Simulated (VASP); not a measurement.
# AlRu (NiAs type) (P6_3/mmc) in VASP: relaxation of cell and atoms with PBE

Aim: the relaxation of cell and atoms of AlRu (NiAs type) with PBE.

Everything below comes from runs of VASP 6.6.1. Logs are shortened: lines on timing, memory, paths and dates and some standing lists are left out, and cuts for length are marked.

### Step 1. The cell of the first run

It takes space group P6_3/mmc (No. 194, hexagonal). Conventional cell: a = 3.502 Å, b = 3.502 Å, c = 5.427 Å, α = 90.00°, β = 90.00°, γ = 120.00°. Ru (site symmetry -3m) has 6 Al at 2.43 Å and 2 Ru at 2.71 Å within 3.2 Å. Al (site symmetry -6m2) has 6 Ru at 2.43 Å within 3.2 Å.

### Step 2. Relaxation of cell and atoms, PBE, target pressure 12 GPa, at which the enthalpy is minimised

INCAR reads:

```
ALGO = Normal
EDIFF = 1E-6
EDIFFG = -0.005
ENCUT = 600
GGA = PE
IBRION = 2
ISIF = 3
ISMEAR = -1
LASPH = True
LCHARG = False
LREAL = False
LWAVE = False
NELM = 100
NSW = 60
PREC = Accurate
PSTRESS = 120.0
SIGMA = 0.1
```

KPOINTS reads:

```
k-points
0
Gamma
  10 10 6
```

POSCAR reads:

```
AlRu
1.0
    3.5015065155      0.0000000000      0.0000000000
   -1.7507532578      3.0323935939      0.0000000000
    0.0000000000      0.0000000000      5.4273350990
Ru Al
2 2
Direct
    0.0000000000      0.0000000000      0.0000000000
    0.0000000000      0.0000000000      0.5000000000
    0.3333333333      0.6666666667      0.2500000000
    0.6666666667      0.3333333333      0.7500000000
```

Potentials or basis: VASP PAW PBE potentials, release 64 (Ru_pv, Al).

On the command line:

```
cat potpaw_PBE.64/Ru_pv/POTCAR potpaw_PBE.64/Al/POTCAR > POTCAR
mpirun -np 1 vasp_std > vasp.out
```

OUTCAR:

```text
EDIFF = 1E-6
   EDIFFG = -0.005
   ENCUT = 600
   GGA = PE
   IBRION = 2
   ISIF = 3
   ISMEAR = -1
   LASPH = True
   LREAL = False
   NELM = 100
   NSW = 60
   PREC = Accurate
   PSTRESS = 120.0

 ion  position               nearest neighbor table
   1  0.000  0.000  0.000-   3 2.43   4 2.43   3 2.43   4 2.43   4 2.43   3 2.43   2 2.71   2 2.71

   2  0.000  0.000  0.500-   3 2.43   4 2.43   3 2.43   4 2.43   4 2.43   3 2.43   1 2.71   1 2.71

   3  0.333  0.667  0.250-   1 2.43   2 2.43   1 2.43   2 2.43   1 2.43   2 2.43
   4  0.667  0.333  0.750-   1 2.43   2 2.43   1 2.43   2 2.43   1 2.43   2 2.43

  LATTYP: Found a hexagonal cell.
 ALAT       =     3.5015065155
 C/A-ratio  =     1.5500000000

  Lattice vectors:

 A1 = (   3.5015065155,   0.0000000000,   0.0000000000)
 A2 = (  -1.7507532578,   3.0323935939,   0.0000000000)
 A3 = (   0.0000000000,   0.0000000000,   5.4273350990)

Analysis of symmetry for initial positions (statically):
=====================================================================
 Subroutine PRICEL returns:
 Original cell was already a primitive cell.

 Routine SETGRP: Setting up the symmetry group for a
 hexagonal supercell.

 Subroutine GETGRP returns: Found 24 space group operations
 (whereof 12 operations were pure point group operations)
 out of a pool of 24 trial point group operations.

The static configuration has the point symmetry D_3d.
 The point group associated with its full space group is D_6h.

Analysis of symmetry for dynamics (positions and initial velocities):
=====================================================================
 Subroutine PRICEL returns:
 Original cell was already a primitive cell.

 Routine SETGRP: Setting up the symmetry group for a
 hexagonal supercell.

 Subroutine GETGRP returns: Found 24 space group operations
 (whereof 12 operations were pure point group operations)
 out of a pool of 24 trial point group operations.

The dynamic configuration has the point symmetry D_3d.
 The point group associated with its full space group is D_6h.

 Subroutine INISYM returns: Found 24 space group operations
 (whereof 12 operations are pure point group operations),
 and found     1 'primitive' translations

----------------------------------------------------------------------------------------

                                     Primitive cell

  volume of cell :      57.6272

  direct lattice vectors                    reciprocal lattice vectors
     3.501506516  0.000000000  0.000000000     0.285591358  0.164886247  0.000000000
    -1.750753258  3.032393594  0.000000000     0.000000000  0.329772495  0.000000000
     0.000000000  0.000000000  5.427335099     0.000000000  0.000000000  0.184252489

  length of vectors
     3.501506516  3.501506515  5.427335099     0.329772495  0.329772495  0.184252489

  position of ions in fractional coordinates (direct lattice)
     0.000000000  0.000000000  0.000000000
     0.000000000  0.000000000  0.500000000
     0.333333333  0.666666667  0.250000000
     0.666666667  0.333333333  0.750000000

  ion indices of the primitive-cell ions
   primitive index   ion index
                 1           1
                 2           2
                 3           3
                 4           4

----------------------------------------------------------------------------------------

 KPOINTS: k-points

Automatic generation of k-mesh.
 Grid dimensions read from file:
 generate k-points for:   10   10    6

 Generating k-lattice:

  Cartesian coordinates                     Fractional coordinates (reciprocal lattice)
     0.028559136  0.016488625  0.000000000     0.100000000 -0.000000000  0.000000000
     0.000000000  0.032977249  0.000000000     0.000000000  0.100000000  0.000000000
     0.000000000  0.000000000  0.030708748     0.000000000  0.000000000  0.166666667

  Length of vectors
     0.032977249  0.032977249  0.030708748

  Shift w.r.t. Gamma in fractional coordinates (k-lattice)
     0.000000000  0.000000000  0.000000000

 Subroutine IBZKPT returns following result:
 ===========================================

 Found     56 irreducible k-points:

 Following reciprocal coordinates:
            Coordinates               Weight
  0.000000  0.000000  0.000000      1.000000
  0.100000  0.000000  0.000000      6.000000
  0.200000  0.000000  0.000000      6.000000
  0.300000  0.000000  0.000000      6.000000
  0.400000  0.000000  0.000000      6.000000
  0.500000  0.000000  0.000000      3.000000
[... 16 lines left out ...]
  0.300000  0.100000  0.166667     24.000000
  0.400000  0.100000  0.166667     24.000000
 [... further k-points ...]
   k-points           NKPTS =     56   k-points in BZ     NKDIM =     56   number of bands    NBANDS=     21
   number of dos      NEDOS =    301   number of ions     NIONS =      4
   total plane-waves  NPLWV =  37632
   dimension x,y,z NGX =    28 NGY =   28 NGZ =   48
   dimension x,y,z NGXF=    56 NGYF=   56 NGZF=   96
   ions per type =               2   2
   NGX,Y,Z   is equivalent  to a cutoff of  13.29, 13.29, 14.70 a.u.
   NGXF,Y,Z  is equivalent  to a cutoff of  26.59, 26.59, 29.41 a.u.
 SYSTEM =  unknown system
   PREC   = accura    normal or accurate (medium, high low for compatibility)
   ISTART =      0    job   : 0-new  1-cont  2-samecut
   ICHARG =      2    charge: 1-file 2-atom 10-const
   ISPIN  =      1    spin polarized calculation?
   LNONCOLLINEAR =      F non collinear calculations
   LSORBIT =      F    spin-orbit coupling
   LASPH  =      T    aspherical Exc in radial PAW
   ENCUT  =  600.0 eV  44.10 Ry    6.64 a.u.   6.99  6.99 10.84*2*pi/ulx,y,z
   NELM   =    100;   NELMIN=  2; NELMDL= -5     # of ELM steps
   EDIFF  = 0.1E-05   stopping-criterion for ELM
   LREAL  =      F    real-space projection
   EDIFFG = -.5E-02   stopping-criterion for IOM
   NSW    =     60    number of steps for IOM
   IBRION =      2    ionic relax: 0-MD 1-quasi-New 2-CG
   NFREE  =      1    steps in history (QN), initial steepest desc. (CG)
   ISIF   =      3    stress and relaxation
   ISYM   =      2    0-nonsym 1-usesym 2-fastsym
   POTIM  = 0.5000    time-step for ionic-motion
   TEBEG  =    0.0;   TEEND  =   0.0 temperature during run
   PSTRESS=  120.0 pullay stress
   NELECT =      34.0000    total number of electrons
   NUPDOWN=      -1.0000    fix difference up-down
   EMIN   =  10.00;   EMAX   =-10.00  energy-range for DOS
   EFERMI =   0.00;   METHOD = LEGACY
   ISMEAR =    -1;   SIGMA  =   0.10  broadening in eV -4-tet -1-fermi 0-gaus
   EFERMI_NEDOS =   21; number of points for ismear=-14 and -15
   IALGO  =     38    algorithm
   IMIX   =      4    mixing-type and parameters
     AMIX     =   0.40;   BMIX     =  1.00
     AMIX_MAG =   1.60;   BMIX_MAG =  1.00
  volume/ion in A,a.u.               =      14.41        97.22
  Fermi-wavevector in a.u.,A,eV,Ry     =   1.373068  2.594723 25.651283  1.885316
  Thomas-Fermi vector in A             =   2.498618
   LORBIT       =      0    0 simple, 1 ext, 2 COOP (PROOUT), +10 PAW based schemes
   GGA     = PE    functional components
   LHFCALC =     F    Hartree Fock is set to
   AEXX    =    0.0000 exact exchange contribution
   IVDW    =     0    specifies the selected vdW correction
   LEPSILON=     F    determine dielectric tensor
   LRPA    =     F    only Hartree local field effects (RPA)
 conjugate gradient relaxation of ions
 non-spin polarized calculation
  energy-cutoff  :      600.00
  volume of cell :       57.63
 maximum number of plane-waves:      1938
 NGX is ok and might be reduce to    28
   NGX = 13   NGY = 13   NGZ = 21

--------------------------------------- Ionic step        1  -------------------------------------------

 number of electron      34.0000011 magnetization

 Free energy of the ion-electron system (eV)
  ---------------------------------------------------
  ext. energy  EPLUGINS =         0.00000000
  ---------------------------------------------------
  free energy    TOTEN  =       -25.29978429 eV

  energy without entropy =      -25.15631415  energy(sigma->0) =      -25.22804922

------------------------ aborting loop because EDIFF is reached ----------------------------------------

  FORCE on cell =-STRESS in cart. coord.  units (eV):
  Direction    XX          YY          ZZ          XY          YZ          ZX
  --------------------------------------------------------------------------------------
  -------------------------------------------------------------------------------------
  Total        4.0762419      4.0762419     13.4655174     -0.0000000      0.0000000      0.0000000
  in kB      113.3296065    113.3296065    374.3746914     -0.0000000      0.0000000      0.0000000
  external PRESSURE =      80.3446348 kB  Pullay stress =     120.0000000 kB
[... 103 lines left out ...]
  energy  without entropy=      -26.1623742579  energy(sigma->0) =      -26.22124207

  enthalpy is  TOTEN    =       -21.5062946438 eV   P V=        4.7738152420

 E-fermi :   9.7967     XC(G=0): -12.1315

 val. band max:        9.7935917808   @ k =   0.0000   0.0000   0.0000
 cond. band min:       9.8463762181   @ k =   0.1000   0.1000   0.3333
 fundamental gap:      0.0527844372
 Fermi energy:         9.7967364205

 k-point     1 :       0.0000    0.0000    0.0000
  band No.  band energies     occupation
      1     -32.2359      2.00000
      2     -32.2351      2.00000
      3     -32.2351      2.00000
      4     -32.2349      2.00000
      5     -32.2349      2.00000
      6     -32.2229      2.00000
[... 565 lines left out ...]
     20      12.7910      0.00000
     21      14.0800      0.00000

 [... further k-points ...]

[... ionic steps 4 to 13 ...]

--------------------------------------- Ionic step       14  -------------------------------------------

 number of electron      33.9999987 magnetization

------------------------ aborting loop because EDIFF is reached ----------------------------------------
[... 75 lines left out ...]
--------------------------------------- Ionic step       16  -------------------------------------------

 number of electron      33.9999986 magnetization

 Free energy of the ion-electron system (eV)
  ---------------------------------------------------
  ext. energy  EPLUGINS =         0.00000000
  ---------------------------------------------------
  free energy    TOTEN  =       -27.71212231 eV

  energy without entropy =      -27.62712602  energy(sigma->0) =      -27.66962416

 E-fermi :  11.0204     XC(G=0): -12.5612

 val. band max:       11.0041059486   @ k =   0.2000   0.1000   0.0000
 cond. band min:      11.0259460612   @ k =   0.0000   0.0000   0.1667
 fundamental gap:      0.0218401126
 Fermi energy:        11.0204195545

 k-point     1 :       0.0000    0.0000    0.0000
  band No.  band energies     occupation
      1     -31.1271      2.00000
      2     -31.1093      2.00000
      3     -31.0286      2.00000
      4     -31.0286      2.00000
      5     -31.0281      2.00000
      6     -31.0281      2.00000
[... 565 lines left out ...]
     20      14.3328      0.00000
     21      15.6306      0.00000

 [... further k-points ...]
[... 5 lines left out ...]
  --------------------------------------------------------------------------------------
  -------------------------------------------------------------------------------------
  Total        4.0091496      4.0091496      4.0222565     -0.0000000      0.0000000      0.0000000
  in kB      120.1707410    120.1707410    120.5636083     -0.0000000      0.0000000      0.0000000
  external PRESSURE =       0.3016967 kB  Pullay stress =     120.0000000 kB
[... 23 lines left out ...]
  energy  without entropy=      -27.6271260194  energy(sigma->0) =      -27.66962416

  enthalpy is  TOTEN    =       -23.7086689803 eV   P V=        4.0034533256

 reached required accuracy - stopping structural energy minimisation
```

Run time: 10 min. Hardware: 1 thread of Intel Xeon Platinum 8259CL at 2.50GHz (Skylake/Cascade Lake), shared host; peak memory 0.25 GiB.

What came out:

```yaml
Free_energy: -27.7121 eV
Relaxed_volume: 13.36 Å³/atom
Relaxed_cell: a = 2.834 Å, b = 2.834 Å, c = 7.684 Å, α = 90.00°, β = 90.00°, γ = 120.00°
Space_group_after_relaxing_to_0.1_Å: P6_3/mmc (No. 194)
Energy_change_on_relaxing_the_run_minimises_the_enthalpy: -603.1 meV/atom
Ionic_steps: 16
Pressure_after_relaxing: 12.0 GPa
Band_gap_on_the_k_mesh: zero (bands 17 and 18 overlap by 2.75 eV)
```

The path:
| step | energy change (eV) | largest force (eV/Å) | pressure (GPa) | volume (Å³) |
| --- | --- | --- | --- | --- |
| 1 | 0.0000 | 0.0000 | 20.03 | 57.63 |
| 2 | -0.9710 | 0.0000 | -3.37 | 63.62 |
| 3 | -0.9803 | 0.0000 | -3.70 | 63.74 |
| 4 | -1.2908 | 0.0000 | -5.56 | 63.48 |
| 5 | -1.8813 | 0.0000 | -7.94 | 61.99 |
| 6 | -2.3757 | 0.0000 | 0.29 | 56.17 |
| 7 | -2.3251 | 0.0000 | -7.55 | 59.93 |
| 8 | -2.4953 | 0.0000 | -5.09 | 58.18 |
| 9 | -2.3664 | 0.0000 | 14.58 | 52.95 |
| 10 | -2.4123 | 0.0000 | 12.05 | 53.50 |
| 11 | -2.4190 | 0.0000 | 11.55 | 53.59 |
| 12 | -2.4191 | 0.0000 | 11.67 | 53.57 |
| 13 | -2.4176 | 0.0000 | 11.73 | 53.52 |
| 14 | -2.4166 | 0.0000 | 11.83 | 53.51 |
| 15 | -2.4116 | 0.0000 | 12.05 | 53.44 |
| 16 | -2.4123 | 0.0000 | 12.03 | 53.45 |

Final structure:
```
CELL_PARAMETERS angstrom
2.83409 0.00000 0.00000
-1.41704 2.45439 0.00000
0.00000 0.00000 7.68435
ATOMIC_POSITIONS crystal
Ru 0.00000 0.00000 0.00000
Ru 0.00000 0.00000 0.50000
Al 0.33333 0.66667 0.25000
Al 0.66667 0.33333 0.75000
```

Levels at points of the mesh, in eV from the Fermi level:
```
           k point  band 14  band 15  band 16  band 17  band 18  band 19  band 20  band 21
(0.00, 0.00, 0.00)    -1.81    -1.81    -0.28    -0.28     0.03     0.03     0.03     6.88
(0.50, 0.00, 0.00)    -1.26    -0.87    -0.80     0.26     1.55     1.56     3.53     4.47
(0.00, 0.00, 0.50)    -1.83    -1.32    -1.32    -0.13    -0.13    -0.13    -0.13     8.63
(0.50, 0.00, 0.50)    -1.33    -1.04    -1.04     1.56     1.56     1.60     1.60     5.69
```

Caveat: the cell is relaxed towards a set pressure, so the run minimises the enthalpy, not the energy; a cell axis changed by over 15 % at a fixed basis, so the end point is rough.
